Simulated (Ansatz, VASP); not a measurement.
**Two plane-wave programs on SiNi3**

```
Ni Si
1.0
     3.54200    0.00000    0.00000
     0.00000    3.54200    0.00000
     0.00000    0.00000    3.54200
Ni Si
3 1
Cartesian
  1.7710 1.7710 0.0000
  1.7710 0.0000 1.7710
  0.0000 1.7710 1.7710
  0.0000 0.0000 0.0000
```

Alike in both runs: task relaxation of cell and atoms; functional PBE; k mesh 8 × 8 × 8; occupations fermi-dirac, width 0.05 eV; collinear spin.

|  | VASP | Ansatz |
| --- | --- | --- |
| version | VASP 6.6.1 | Ansatz 0.2.0 |
| potentials or method | VASP PAW PBE potentials, release 64 (Ni, Si) | Ansatz PAW |
| plane-wave cutoff (eV) | 600 | 420 |
| valence electrons in the cell | 34 | 58 |

|  | VASP | Ansatz | Ansatz less VASP |
| --- | --- | --- | --- |
| gap on the k mesh at the Fermi level, each at its own relaxed structure (eV) | none | none | - |
| net moment per atom (μB) | 0.00 | 0.00 | 0.000 |
| relaxed volume (Å³/atom) | 10.78 | 10.78 | 0.000 |
| relaxed length of the cell vector where the two differ most in proportion (Å) | 3.506 | 3.506 | 0.0000 |

A gap of «none» marks a metal or a gap that the smearing closes. VASP's potentials hold 34 valence electrons a cell and Ansatz's 58, so a difference there can come from the potentials and not from the codes.

Noted on Ansatz's run: the plane-wave basis is chosen anew once the cell has moved, so the energies of steps on either side of that aren't comparable.
